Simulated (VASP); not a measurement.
Here is a VASP 6.6.1 calculation.

File POSCAR:

```
HOsCl
1.0
    1.7352900000      3.0056100000      0.0000000000
   -1.7352900000      3.0056100000      0.0000000000
   -1.7352900000      1.0018670000      8.4897230000
H Cl Os
2 2 2
Direct
    0.1980000000      0.6040000000      0.5940000000
    0.8020000000      0.3960000000      0.4060000000
    0.3893000000      0.2214000000      0.1679000000
    0.6107000000      0.7786000000      0.8321000000
    0.1172300000      0.7655400000      0.3516900000
    0.8827700000      0.2344600000      0.6483100000
```

File INCAR.step1:

```
SYSTEM = HOsCl
ALGO = Normal
EDIFF = 1E-4
ENCUT = 520
GGA = PE
ISMEAR = -1
LASPH = .TRUE.
LCHARG = .FALSE.
LREAL = .FALSE.
LWAVE = .TRUE.
NBANDS = 25
NELM = 100
PREC = Accurate
SIGMA = 0.1
```

The input INCAR.step2:

```
SYSTEM = HOsCl
ALGO = Normal
EDIFF = 1E-7
ENCUT = 520
ISIF = 2
ISMEAR = -1
ISTART = 1
LASPH = .TRUE.
LCHARG = .FALSE.
LMIXTAU = .TRUE.
LREAL = .FALSE.
LWAVE = .FALSE.
METAGGA = R2SCAN
NBANDS = 25
NELM = 100
PREC = Accurate
SIGMA = 0.1
```

File KPOINTS:

```
k-points
0
G
  9 9 9
  0 0 0
```

Potentials or basis: VASP PAW PBE potentials, release 64 (H, Cl, Os).

Command:

```bash
$ cat potpaw_PBE.64/H/POTCAR potpaw_PBE.64/Cl/POTCAR potpaw_PBE.64/Os/POTCAR > POTCAR
$ cp INCAR.step1 INCAR
$ mpirun -np 1 vasp_std > vasp.out
$ cp INCAR.step2 INCAR
$ mpirun -np 1 vasp_std > vasp.out
```

**Question.** What does it give for the band gap on the k mesh?

**Answer.** Zero (bands 16 and 17 overlap by 0.82 eV).

**Question.** Estimate the pressure.

**Answer.** -14.8 GPa.

**Question.** Estimate the largest force.

**Answer.** 2.478 eV/Å.

Forces on the atoms (eV/Å):
```
H    0.000  0.000 -0.604
H    0.000  0.000  0.604
Cl   0.000  0.000  0.734
Cl   0.000  0.000 -0.734
Os   0.000  0.000  2.478
Os   0.000  0.000 -2.478
```

Caveat: the cell stands under tension; the PAW data sets were made with another functional, which shifts forces and pressure a little; spin-orbit coupling is left out, which moves the levels of the heavy elements.
